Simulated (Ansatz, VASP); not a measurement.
**Two plane-wave programs on RuBrF2**

```
CELL_PARAMETERS angstrom
2.74667 0.00000 0.00000
0.00000 2.74667 0.00000
0.00000 0.00000 9.37340
ATOMIC_POSITIONS crystal
Ru 0.00000 0.00000 0.10036
Br 0.00000 0.00000 0.83486
F 0.00000 0.00000 0.29803
F 0.00000 0.00000 0.62270
```

Alike in both runs: functional PBE; k mesh 16 × 16 × 6; occupations gaussian, width 0.1 eV; collinear spin.

Ansatz relaxed the structure, and its values are those at the end. VASP's run is a single point on that final structure, the one shown.

```csv
,VASP,Ansatz
version,VASP 6.6.1,Ansatz 0.2.0
potentials or method,"VASP PAW PBE potentials, release 64 (Ru_pv, Br, F), cutoff 600 eV","scalar-relativistic, plane waves, PAW"
valence electrons in the cell,35,37
```

```tsv
	VASP	Ansatz	Ansatz less VASP
gap on the k mesh at the Fermi level (eV)	none	none	-
pressure (GPa)	0.1	0.0	-0.07
rms of the force components (eV/Å)	0.064	0.003	-0.0613
net moment per atom (μB)	0.00	0.00	-0.004
```

A gap of «none» marks a metal or a gap that the smearing closes. VASP's potentials hold 35 valence electrons a cell and Ansatz's 37, so a difference there can come from the potentials and not from the codes. Ansatz's warnings: seeded moment not kept.
